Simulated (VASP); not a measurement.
A run of VASP 6.6.1 is set up as follows.

The input INCAR:

```
SYSTEM = V
PREC = Accurate
ENCUT = 520
EDIFF = 1E-7
ISMEAR = -1
SIGMA = 0.1
LREAL = .FALSE.
LASPH = .TRUE.
NELM = 80
ALGO = Normal
ISIF = 2
LWAVE = .FALSE.
LCHARG = .FALSE.
GGA = PE
NBANDS = 12
```

File KPOINTS:

```
regular mesh
0
G
  20 20 20
  0 0 0
```

Contents of POSCAR:

```
V
1.0
   -1.3260621410      1.3260621410      1.3260621410
    1.3260621410     -1.3260621410      1.3260621410
    1.3260621410      1.3260621410     -1.3260621410
V
1
Direct
    0.0000000000      0.0000000000      0.0000000000
```

Potentials or basis: VASP PAW PBE potentials, release 64 (V_sv).

Command:

```bash
$ cat potpaw_PBE.64/V_sv/POTCAR > POTCAR
$ mpirun -np 1 vasp_std > vasp.out
```

Task: Estimate the pressure.

Result: 132.3 GPa.

Task: Estimate the band gap on the k mesh.

Result: Zero (an odd number of electrons rules out a gap without spin polarisation).

Caveat: the cell stands under pressure.
